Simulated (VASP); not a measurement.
Wanted: the native input for a VASP 6.6.1 run.

```
Task                   : single point
Functional             : r2SCAN
Potentials or basis    : VASP PAW PBE potentials, release 64 (Mo_sv)
Cutoff                 : 520 eV
k mesh                 : 6 × 6 × 6
Occupations            : gaussian, width 0.1 eV
Spin                   : no spin polarisation
Dipole correction      : no
Further INCAR settings : ALGO = Normal; EDIFF = 1e-06; NBANDS = 21
```

Mo:

```
Mo
1.0
     0.00000    2.81923    2.81923
     2.81923    0.00000    2.81923
     2.81923    2.81923    0.00000
Mo
2
Direct
  0.50000 0.50000 0.50000
  0.75000 0.75000 0.75000
```

These files were run (other wordings do the same):

POSCAR

```
Mo
1.0
    0.0000000000      2.8192252548      2.8192252548
    2.8192252548      0.0000000000      2.8192252548
    2.8192252548      2.8192252548      0.0000000000
Mo
2
Direct
    0.5000000000      0.5000000000      0.5000000000
    0.7500000000      0.7500000000      0.7500000000
```

INCAR.step1

```
ALGO     = Normal         # electronic algorithm
EDIFF    = 1E-4           # SCF threshold, eV
ENCUT    = 520            # plane-wave cutoff, eV
GGA      = PE             # functional
ISMEAR   = 0              # smearing method
LASPH    = True           # aspherical terms in the spheres
LCHARG   = False          # write CHGCAR
LREAL    = False          # projectors in reciprocal space
LWAVE    = True           # write WAVECAR
NBANDS   = 21             # bands
NELM     = 80             # most SCF steps
PREC     = Accurate       # precision mode
SIGMA    = 0.1            # smearing width, eV
```

INCAR.step2

```
ALGO     = Normal         # electronic algorithm
EDIFF    = 1E-6           # SCF threshold, eV
ENCUT    = 520            # plane-wave cutoff, eV
ISIF     = 2              # what is computed and relaxed
ISMEAR   = 0              # smearing method
ISTART   = 1            
LASPH    = True           # aspherical terms in the spheres
LCHARG   = False          # write CHGCAR
LMIXTAU  = True         
LREAL    = False          # projectors in reciprocal space
LWAVE    = False          # write WAVECAR
METAGGA  = R2SCAN         # meta-GGA
NBANDS   = 21             # bands
NELM     = 80             # most SCF steps
PREC     = Accurate       # precision mode
SIGMA    = 0.1            # smearing width, eV
```

KPOINTS

```
k-points
0
Gamma
  6 6 6
```

Potentials or basis: VASP PAW PBE potentials, release 64 (Mo_sv).

Launch:

```bash
$ cat potpaw_PBE.64/Mo_sv/POTCAR > POTCAR
$ cp INCAR.step1 INCAR
$ mpirun -np 1 vasp_std > vasp.out
$ cp INCAR.step2 INCAR
$ mpirun -np 1 vasp_std > vasp.out
```

Results of the run:

```
Pressure               : 1.1 GPa
Band gap on the k mesh : zero (band 14 reaches 7.32 eV, above the bottom of band 15 at 7.07 eV)
```

Caveat: the PAW data sets were made with another functional, which shifts forces and pressure a little.

Wall time 24 s on 1 thread of AMD EPYC 9R45 (Zen 5), with other jobs on the host, peak memory 0.14 GiB.
